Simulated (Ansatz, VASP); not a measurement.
**One calculation of BN, two programs**

```xyz
4
Lattice="2.5539 0.0000 0.0000 -1.2770 2.2118 0.0000 0.0000 0.0000 4.2269" Properties=species:S:1:pos:R:3 pbc="T T T"
N     0.0000    1.4745    0.5295
N     1.2770    0.7373    2.6430
B     0.0000    1.4745    2.1123
B     1.2770    0.7373    4.2257
```

Alike in both runs: task relaxation of cell and atoms; functional revPBE; dispersion D3(BJ); k mesh 12 × 12 × 6; occupations fermi-dirac, width 0.05 eV; no spin polarisation.

```csv
,VASP,Ansatz
version,VASP 6.6.1,Ansatz 0.2.0
potentials or method,"VASP PAW PBE potentials, release 64 (N, B)",Ansatz PAW
plane-wave cutoff (eV),600,420
valence electrons in the cell,16,16
```

```csv
,VASP,Ansatz,Ansatz less VASP
"gap on the k mesh at the Fermi level, each at its own relaxed structure (eV)",5.22,5.24,+0.023
relaxed volume (Å³/atom),5.86,5.86,0.000
relaxed cell length with the largest relative difference (Å),2.538,2.538,-0.0001
```

VASP's potentials were made for PBE, not for revPBE.

Noted on Ansatz's run: the plane-wave basis is chosen anew once the cell has moved, so the energies of steps on either side of that aren't comparable.
